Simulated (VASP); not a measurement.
Set up this calculation in VASP 6.6.1, as the native input.

| Quantity | Value |
| --- | --- |
| Task | single point |
| Functional | LDA |
| Potentials or basis | VASP PAW LDA potentials, release 64 (Al, P) |
| Cutoff | 500 eV |
| k mesh | 10 × 10 × 10 |
| Occupations | gaussian, width 0.02 eV |
| Spin | no spin polarisation |
| Dipole correction | no |
| Further INCAR settings | ALGO = Normal; EDIFF = 1e-06; NBANDS = 11 |

The structure of AlP (l.bB) lies in POSCAR:

```
AlP
1.0
    0.0000000000      2.7168541462      2.7168541462
    2.7168541462      0.0000000000      2.7168541462
    2.7168541462      2.7168541462      0.0000000000
Al P
1 1
Direct
    0.0000000000      0.0000000000      0.0000000000
    0.2500000000      0.2500000000      0.2500000000
```

These files were run (other wordings do the same):

INCAR

```
SYSTEM = AlP
PREC = Accurate
ENCUT = 500
EDIFF = 1E-6
ISMEAR = 0
SIGMA = 0.02
LREAL = .FALSE.
LASPH = .TRUE.
NELM = 120
ALGO = Normal
ISIF = 2
LWAVE = .FALSE.
LCHARG = .FALSE.
NBANDS = 11
GGA_COMPAT = .FALSE.
```

KPOINTS

```
regular mesh
0
G
  10 10 10
  0 0 0
```

Potentials or basis: VASP PAW LDA potentials, release 64 (Al, P).

Launch:

```bash
$ cat potpaw_LDA.64/Al/POTCAR potpaw_LDA.64/P/POTCAR > POTCAR
$ mpirun -np 1 vasp_std > vasp.out
```

It gave:

| Quantity | Value |
| --- | --- |
| Pressure | 0.1 GPa |
| Band gap on the k mesh | 1.41 eV, indirect (least direct gap 3.24 eV) |

Run time: 20 s on 1 thread of Intel Xeon 8259CL, with other jobs on the host, peak memory 0.14 GiB.
